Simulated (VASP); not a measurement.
Here is a VASP 6.6.1 calculation.

File INCAR:

```
SYSTEM = WS2
ALGO = Normal
EDIFF = 1E-6
ENCUT = 520
GGA = PS
ISIF = 2
ISMEAR = 0
LASPH = .TRUE.
LCHARG = .TRUE.
LELF = .TRUE.
LREAL = .FALSE.
LVHAR = .TRUE.
LWAVE = .FALSE.
NBANDS = 35
NELM = 60
PREC = Accurate
SIGMA = 0.05
```

File KPOINTS:

```
k-points
0
G
  12 12 2
  0 0 0
```

Contents of POSCAR:

```
WS2
1.0
    3.1462408358      0.0000000000     -0.1467721350
   -1.5731204179      2.7247244902      0.0733860675
   -0.5922989416      0.0000000000     12.6966546967
W S
2 4
Direct
    0.3127404447      0.6254808894      0.2500000000
    0.6872595553      0.3745191106      0.7500000000
    0.3080704924      0.7078154879      0.6263026869
    0.6002550046      0.2921845121      0.1263026869
    0.3997449954      0.7078154879      0.8736973131
    0.6919295076      0.2921845121      0.3736973131
```

Potentials or basis: VASP PAW PBE potentials, release 64 (W_sv, S).

The run is started by

```console
$ cat potpaw_PBE.64/W_sv/POTCAR potpaw_PBE.64/S/POTCAR > POTCAR
$ mpirun -np 1 vasp_std > vasp.out
```

Problem. Predict the band gap on the k mesh.

Solution. 1.10 eV (least direct gap 1.87 eV).

Problem. Predict the pressure.

Solution. 0.4 GPa.

Problem. Predict the largest force.

Solution. 0.019 eV/Å.

Stress tensor (GPa, compression positive):
```
0.00 0.00 0.58
0.00 0.30 0.00
0.58 0.00 0.75
```

Caveat: the cell differs from its parent crystal (engineering shear strain xz -0.0933, engineering shear strain yz +0.0000); the PAW data sets were made with another functional, which shifts forces and pressure a little; spin-orbit coupling is left out, which moves the levels of the heavy elements; this functional lacks dispersion, which binds the layers, so the pressure and a relaxed spacing across them are unreliable. A k mesh can miss the band edges.
